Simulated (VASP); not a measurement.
# SrSc3Zn (Cmmm) in VASP: relaxation of cell and atoms with PBE

Aim: the relaxation of cell and atoms of SrSc3Zn with PBE.

All numbers are computed with VASP 6.6.1; they aren't measurements. Logs are shortened: lines on timing, memory, paths and dates and some standing lists are left out, and cuts for length are marked.

## 1. The cell of the first run

Symmetry: Cmmm, No. 65, orthorhombic system. Conventional cell: a = 5.501 Å, b = 7.478 Å, c = 5.611 Å, α = 90.00°, β = 90.00°, γ = 90.00°. Sr (site symmetry mmm) has 4 Zn at 2.75 to 3.74 Å and 10 Sc at 2.81 to 3.64 Å within 3.8 Å. Within 3.1 Å of Sc (site symmetry 2/m) lie 4 Sc at 2.32 to 2.75 Å. Within 3.1 Å of Sc (site symmetry mmm) lie 4 Sc at 2.32 Å and 2 Sr at 2.81 Å. Zn (site symmetry mmm) has 4 Sr at 2.75 to 3.74 Å and 12 Sc at 3.64 to 3.93 Å within 4.0 Å.

The cell was built from a structure type or drawn by symmetry, and may not be a known phase.

## 2. Relaxation of cell and atoms, PBE

INCAR

```
ALGO = Fast
EDIFF = 1E-6
EDIFFG = -0.04
ENCUT = 600
GGA = PE
IBRION = 2
ISIF = 3
ISMEAR = 0
LASPH = True
LCHARG = False
LREAL = False
LWAVE = False
NELM = 100
NSW = 90
PREC = Accurate
SIGMA = 0.1
```

KPOINTS

```
k-points
0
Gamma
  4 4 4
```

POSCAR

```
SrSc3Zn
1.0
    2.7504841800     -3.7390026500      0.0000000000
    2.7504841800      3.7390026500      0.0000000000
    0.0000000000      0.0000000000      5.6110302800
Sr Sc Zn
1 3 1
Direct
    0.0000000000      0.0000000000      0.0000000000
    0.0000000000      0.5000000000      0.5000000000
    0.5000000000      0.0000000000      0.5000000000
    0.0000000000      0.0000000000      0.5000000000
    0.5000000000      0.5000000000      0.0000000000
```

Potentials or basis: VASP PAW PBE potentials, release 64 (Sr_sv, Sc_sv, Zn).

The run is started by

```console
$ cat potpaw_PBE.64/Sr_sv/POTCAR potpaw_PBE.64/Sc_sv/POTCAR potpaw_PBE.64/Zn/POTCAR > POTCAR
$ mpirun -np 1 vasp_std > vasp.out
```

OUTCAR:

```text
EDIFF = 1E-6
   EDIFFG = -0.04
   ENCUT = 600
   GGA = PE
   IBRION = 2
   ISIF = 3
   ISMEAR = 0
   LASPH = True
   LREAL = False
   NELM = 100
   NSW = 90
   PREC = Accurate

 ion  position               nearest neighbor table
   1  0.000  0.000  0.000-   5 2.75   5 2.75   4 2.81   4 2.81   2 3.64   3 3.64   2 3.64   2 3.64
                             2 3.64   3 3.64   3 3.64   3 3.64   5 3.74   5 3.74
   2  0.000  0.500  0.500-   4 2.32   4 2.32   3 2.75   3 2.75   1 3.64   1 3.64   1 3.64   1 3.64

   3  0.500  0.000  0.500-   4 2.32   4 2.32   2 2.75   2 2.75   1 3.64   1 3.64   1 3.64   1 3.64

   4  0.000  0.000  0.500-   2 2.32   3 2.32   2 2.32   3 2.32   1 2.81   1 2.81
   5  0.500  0.500  0.000-   1 2.75   1 2.75   1 3.74   1 3.74

  LATTYP: Found a base centered orthorhombic cell.
 ALAT       =     5.5009683600
 B/A-ratio  =     1.3593979842
 C/A-ratio  =     1.0200077355

  Lattice vectors:

 A1 = (   2.7504841800,  -3.7390026500,   0.0000000000)
 A2 = (   2.7504841800,   3.7390026500,   0.0000000000)
 A3 = (   0.0000000000,   0.0000000000,   5.6110302800)

Analysis of symmetry for initial positions (statically):
=====================================================================
 Subroutine PRICEL returns:
 Original cell was already a primitive cell.

 Routine SETGRP: Setting up the symmetry group for a
 base centered orthorhombic supercell.

 Subroutine GETGRP returns: Found  8 space group operations
 (whereof  8 operations were pure point group operations)
 out of a pool of  8 trial point group operations.

The static configuration has the point symmetry D_2h.

Analysis of symmetry for dynamics (positions and initial velocities):
=====================================================================
 Subroutine PRICEL returns:
 Original cell was already a primitive cell.

 Routine SETGRP: Setting up the symmetry group for a
 base centered orthorhombic supercell.

 Subroutine GETGRP returns: Found  8 space group operations
 (whereof  8 operations were pure point group operations)
 out of a pool of  8 trial point group operations.

The dynamic configuration has the point symmetry D_2h.

 Subroutine INISYM returns: Found  8 space group operations
 (whereof  8 operations are pure point group operations),
 and found     1 'primitive' translations

----------------------------------------------------------------------------------------

                                     Primitive cell

  volume of cell :     115.4084

  direct lattice vectors                    reciprocal lattice vectors
     2.750484180 -3.739002650  0.000000000     0.181786176 -0.133725500  0.000000000
     2.750484180  3.739002650  0.000000000     0.181786176  0.133725500  0.000000000
     0.000000000  0.000000000  5.611030280     0.000000000  0.000000000  0.178220389

  length of vectors
     4.641691937  4.641691937  5.611030280     0.225673931  0.225673931  0.178220389

  position of ions in fractional coordinates (direct lattice)
     0.000000000  0.000000000  0.000000000
     0.000000000  0.500000000  0.500000000
     0.500000000  0.000000000  0.500000000
     0.000000000  0.000000000  0.500000000
     0.500000000  0.500000000  0.000000000

  ion indices of the primitive-cell ions
   primitive index   ion index
                 1           1
                 2           2
                 3           3
                 4           4
                 5           5

----------------------------------------------------------------------------------------

 KPOINTS: k-points

Automatic generation of k-mesh.
 Grid dimensions read from file:
 generate k-points for:    4    4    4

 Generating k-lattice:

  Cartesian coordinates                     Fractional coordinates (reciprocal lattice)
     0.045446544 -0.033431375  0.000000000     0.250000000  0.000000000  0.000000000
     0.045446544  0.033431375  0.000000000     0.000000000  0.250000000  0.000000000
     0.000000000  0.000000000  0.044555097     0.000000000  0.000000000  0.250000000

  Length of vectors
     0.056418483  0.056418483  0.044555097

  Shift w.r.t. Gamma in fractional coordinates (k-lattice)
     0.000000000  0.000000000  0.000000000

 Subroutine IBZKPT returns following result:
 ===========================================

 Found     21 irreducible k-points:

 Following reciprocal coordinates:
            Coordinates               Weight
  0.000000  0.000000  0.000000      1.000000
  0.250000  0.000000  0.000000      4.000000
  0.500000  0.000000  0.000000      2.000000
  0.250000  0.250000  0.000000      2.000000
  0.500000  0.250000  0.000000      4.000000
 -0.250000  0.250000  0.000000      2.000000
[... 13 lines left out ...]
 -0.250000  0.250000  0.500000      2.000000
  0.500000  0.500000  0.500000      1.000000
   k-points           NKPTS =     21   k-points in BZ     NKDIM =     21   number of bands    NBANDS=     33
   number of dos      NEDOS =    301   number of ions     NIONS =      5
   total plane-waves  NPLWV =  76800
   dimension x,y,z NGX =    40 NGY =   40 NGZ =   48
   dimension x,y,z NGXF=    80 NGYF=   80 NGZF=   96
   ions per type =               1   3   1
   NGX,Y,Z   is equivalent  to a cutoff of  14.33, 14.33, 14.22 a.u.
   NGXF,Y,Z  is equivalent  to a cutoff of  28.65, 28.65, 28.44 a.u.
 SYSTEM =  unknown system
   PREC   = accura    normal or accurate (medium, high low for compatibility)
   ISTART =      0    job   : 0-new  1-cont  2-samecut
   ICHARG =      2    charge: 1-file 2-atom 10-const
   ISPIN  =      1    spin polarized calculation?
   LNONCOLLINEAR =      F non collinear calculations
   LSORBIT =      F    spin-orbit coupling
   LASPH  =      T    aspherical Exc in radial PAW
   ENCUT  =  600.0 eV  44.10 Ry    6.64 a.u.   9.27  9.27 11.21*2*pi/ulx,y,z
   NELM   =    100;   NELMIN=  2; NELMDL= -5     # of ELM steps
   EDIFF  = 0.1E-05   stopping-criterion for ELM
   LREAL  =      F    real-space projection
   EDIFFG = -.4E-01   stopping-criterion for IOM
   NSW    =     90    number of steps for IOM
   IBRION =      2    ionic relax: 0-MD 1-quasi-New 2-CG
   NFREE  =      1    steps in history (QN), initial steepest desc. (CG)
   ISIF   =      3    stress and relaxation
   ISYM   =      2    0-nonsym 1-usesym 2-fastsym
   POTIM  = 0.5000    time-step for ionic-motion
   TEBEG  =    0.0;   TEEND  =   0.0 temperature during run
   PSTRESS=    0.0 pullay stress
   NELECT =      55.0000    total number of electrons
   NUPDOWN=      -1.0000    fix difference up-down
   EMIN   =  10.00;   EMAX   =-10.00  energy-range for DOS
   EFERMI =   0.00;   METHOD = LEGACY
   ISMEAR =     0;   SIGMA  =   0.10  broadening in eV -4-tet -1-fermi 0-gaus
   EFERMI_NEDOS =   21; number of points for ismear=-14 and -15
   IALGO  =     68    algorithm
   IMIX   =      4    mixing-type and parameters
     AMIX     =   0.40;   BMIX     =  1.00
     AMIX_MAG =   1.60;   BMIX_MAG =  1.00
  volume/ion in A,a.u.               =      23.08       155.76
  Fermi-wavevector in a.u.,A,eV,Ry     =   1.278743  2.416474 22.248019  1.635183
  Thomas-Fermi vector in A             =   2.411268
   LORBIT       =      0    0 simple, 1 ext, 2 COOP (PROOUT), +10 PAW based schemes
   GGA     = PE    functional components
   LHFCALC =     F    Hartree Fock is set to
   AEXX    =    0.0000 exact exchange contribution
   IVDW    =     0    specifies the selected vdW correction
   LEPSILON=     F    determine dielectric tensor
   LRPA    =     F    only Hartree local field effects (RPA)
 conjugate gradient relaxation of ions
 non-spin polarized calculation
 RMM-DIIS sequential band-by-band and
 Gauss-broadening in eV      SIGMA  =   0.10
  energy-cutoff  :      600.00
  volume of cell :      115.41
 maximum number of plane-waves:      3868
 NGX is ok and might be reduce to    40
   NGX = 19   NGY = 19   NGZ = 23

--------------------------------------- Ionic step        1  -------------------------------------------

 number of electron      55.0000009 magnetization

 Free energy of the ion-electron system (eV)
  ---------------------------------------------------
  ext. energy  EPLUGINS =         0.00000000
  ---------------------------------------------------
  free energy    TOTEN  =       -14.46062810 eV

  energy without entropy =      -14.43976378  energy(sigma->0) =      -14.45019594

 E-fermi :   3.6123     XC(G=0):  -9.8930

 val. band max:        3.6094560810   @ k =   0.5000   0.5000   0.0000
 cond. band min:       3.6244751814   @ k =  -0.2500   0.2500   0.5000
 fundamental gap:      0.0150191004
 Fermi energy:         3.6123307911

 k-point     1 :       0.0000    0.0000    0.0000
  band No.  band energies     occupation
      1     -45.7314      2.00000
      2     -45.3731      2.00000
      3     -44.3415      2.00000
      4     -31.6923      2.00000
      5     -25.9316      2.00000
      6     -25.2348      2.00000
[... 855 lines left out ...]
  FREE ENERGIE OF THE ION-ELECTRON SYSTEM (eV)
  ---------------------------------------------------
  free  energy   TOTEN  =       -16.9961586666 eV

  energy  without entropy=      -16.9721647451  energy(sigma->0) =      -16.98416171

[... ionic steps 4 to 9 ...]

--------------------------------------- Ionic step       10  -------------------------------------------

 number of electron      55.0000000 magnetization

------------------------ aborting loop because EDIFF is reached ----------------------------------------

  FORCE on cell =-STRESS in cart. coord.  units (eV):
  Direction    XX          YY          ZZ          XY          YZ          ZX
  --------------------------------------------------------------------------------------
  -------------------------------------------------------------------------------------
  Total        0.3725422     -0.1637746     -0.5786535      0.0000000      0.0000000      0.0000000
  in kB        3.6799329     -1.6177479     -5.7158778      0.0000000      0.0000000      0.0000000
  external PRESSURE =      -1.2178976 kB  Pullay stress =       0.0000000 kB
[... 63 lines left out ...]
  energy  without entropy=      -17.1188825697  energy(sigma->0) =      -17.12928758

--------------------------------------- Ionic step       12  -------------------------------------------

 number of electron      54.9999988 magnetization

 Free energy of the ion-electron system (eV)
  ---------------------------------------------------
  ext. energy  EPLUGINS =         0.00000000
  ---------------------------------------------------
  free energy    TOTEN  =       -17.14107839 eV

  energy without entropy =      -17.12090758  energy(sigma->0) =      -17.13099299

 E-fermi :   1.8768     XC(G=0):  -8.6143

 val. band max:        1.7754190343   @ k =  -0.2500   0.2500   0.5000
 cond. band min:       1.8778260874   @ k =   0.5000   0.5000   0.0000
 fundamental gap:      0.1024070532
 Fermi energy:         1.8767606916

 k-point     1 :       0.0000    0.0000    0.0000
  band No.  band energies     occupation
      1     -47.9023      2.00000
      2     -47.8752      2.00000
      3     -46.5652      2.00000
      4     -33.7081      2.00000
      5     -26.8084      2.00000
      6     -26.8018      2.00000
[... 777 lines left out ...]
  FREE ENERGIE OF THE ION-ELECTRON SYSTEM (eV)
  ---------------------------------------------------
  free  energy   TOTEN  =       -17.1410783925 eV

  energy  without entropy=      -17.1209075812  energy(sigma->0) =      -17.13099299

 reached required accuracy - stopping structural energy minimisation
```

Run time: 23 min. Hardware: 1 thread of AMD EPYC 9R45 (Zen 5), shared host; peak memory 0.33 GiB.

What came out:

| Property | Result |
| --- | --- |
| Free energy | -17.1411 eV |
| Relaxed volume | 32.05 Å³/atom |
| Relaxed cell | a = 5.232 Å, b = 5.232 Å, c = 5.855 Å, α = 90.00°, β = 90.00°, γ = 90.61° |
| Space group after relaxing (to 0.1 Å) | Cmmm (No. 65) |
| Energy gained by relaxing | 536.1 meV/atom |
| Ionic steps | 12 |
| Pressure after relaxing | 0.0 GPa |
| Band gap on the k mesh | zero (an odd number of electrons rules out a gap without spin polarisation) |

The path:
| step | energy change (eV) | largest force (eV/Å) | pressure (GPa) | volume (Å³) |
| --- | --- | --- | --- | --- |
| 1 | 0.0000 | 0.0000 | 15.02 | 115.41 |
| 2 | -2.5219 | 0.0000 | 1.37 | 154.44 |
| 3 | -2.5355 | 0.0000 | -1.14 | 172.54 |
| 4 | -2.5787 | 0.0000 | -0.15 | 164.44 |
| 5 | -2.5790 | 0.0000 | -0.03 | 163.37 |
| 6 | -2.6057 | 0.0000 | -0.04 | 163.17 |
| 7 | -2.6414 | 0.0000 | -0.01 | 162.58 |
| 8 | -2.6169 | 0.0000 | 0.29 | 160.74 |
| 9 | -2.6484 | 0.0000 | 0.04 | 162.12 |
| 10 | -2.6710 | 0.0000 | -0.12 | 162.20 |
| 11 | -2.6791 | 0.0000 | -0.22 | 162.16 |
| 12 | -2.6805 | 0.0000 | 0.00 | 160.27 |

Final structure:
```yaml
crystal:
  lattice:
    - [3.68016, -3.71941, 0.00000]
    - [3.68016, 3.71941, 0.00000]
    - [0.00000, 0.00000, 5.85458]
  atoms:
    - { symbol: Sr, position: [0.00000, 0.00000, 0.00000] }
    - { symbol: Sc, position: [0.00000, 0.50000, 0.50000] }
    - { symbol: Sc, position: [0.50000, 0.00000, 0.50000] }
    - { symbol: Sc, position: [0.00000, 0.00000, 0.50000] }
    - { symbol: Zn, position: [0.50000, 0.50000, 0.00000] }
```

Levels at points of the mesh, in eV from the Fermi level:
```tsv
k point	band 26	band 27	band 28	band 29	band 30	band 31
(0.00, 0.00, 0.00)	-0.84	-0.51	-0.17	0.26	0.56	0.57
(0.50, 0.00, 0.00)	-0.70	-0.37	0.44	0.46	0.58	0.72
(0.50, 0.50, 0.00)	0.00	0.02	0.15	0.25	0.65	0.69
(0.00, 0.00, 0.50)	-0.56	-0.41	-0.20	0.77	1.30	1.30
(0.50, 0.00, 0.50)	-0.49	-0.25	0.50	0.53	0.64	0.99
(0.50, 0.50, 0.50)	-0.63	-0.38	-0.35	0.09	1.20	1.24
```

Caveat: the volume moved by over 15 % at a fixed basis, so the end points are rough.
